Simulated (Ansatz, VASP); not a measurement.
**TaN in VASP and in Ansatz**

INCAR

```
SYSTEM = TaN
PREC = Accurate
ENCUT = 520
EDIFF = 1E-8
ISMEAR = -1
SIGMA = 0.02
LREAL = .FALSE.
LASPH = .TRUE.
NELM = 80
ALGO = Normal
ISIF = 2
LWAVE = .FALSE.
LCHARG = .FALSE.
GGA = CA
LEFG = .TRUE.
NBANDS = 15
```

The input KPOINTS:

```
regular mesh
0
G
  12 12 10
  0 0 0
```

The input POSCAR:

```
TaN
1.0
    2.9673788470      0.0000000000      0.0000000000
   -1.4836894235      2.5698254642      0.0000000000
    0.0000000000      0.0000000000      2.8830000000
Ta N
1 1
Direct
    0.3333333333      0.6666666667      0.5000000000
    0.0000000000      0.0000000000      0.0000000000
```

Input for Ansatz:

```yaml
crystal:
  lattice:
    - [2.967378847, 0.0, 0.0]
    - [-1.4836894235, 2.5698254642, 0.0]
    - [0.0, 0.0, 2.883]
  atoms:
    - { symbol: Ta, position: [0.3333333333, 0.6666666667, 0.5] }
    - { symbol: "N", position: [0.0, 0.0, 0.0] }
kpoints:
  mp_grid: { grid: [12, 12, 10] }
scf:
  occupations: { method: fermi_dirac, width: 0.02 }
hamiltonian:
  xc: lda
  pseudopotentials: { kind: all_electron, datasets: crystal }
output:
  forces: true
  stress: true
  eigenvalues: true
  efg: { contact_densities: true }
```

Change from the starting cell: equal xx and yy strain of +1 %, crystal datasets.

Alike in both runs: task electric field gradients; functional LDA; k mesh 12 × 12 × 10; occupations fermi-dirac, width 0.02 eV; no spin polarisation.

```csv
,VASP,Ansatz
version,VASP 6.6.1,Ansatz 0.2.0
potentials or method,"VASP PAW LDA potentials, release 64 (Ta_pv, N), cutoff 520 eV","all-electron PAW with datasets made for the crystal, scalar-relativistic"
```

```csv
,VASP,Ansatz,Ansatz less VASP
pressure (GPa),-16.0,-17.5,-1.52
"traceless stress, the component that is largest in VASP (GPa)",2.63,2.48,-0.147
size of Vzz on the site where it differs most (V/Å²),13.9,52.4,+38.56
```

LDA's correlation is that of Perdew and Zunger in VASP and of Perdew and Wang (1992) in Ansatz. Ansatz ran all-electron here, and VASP with PAW potentials.

Neither program's run includes spin-orbit coupling.
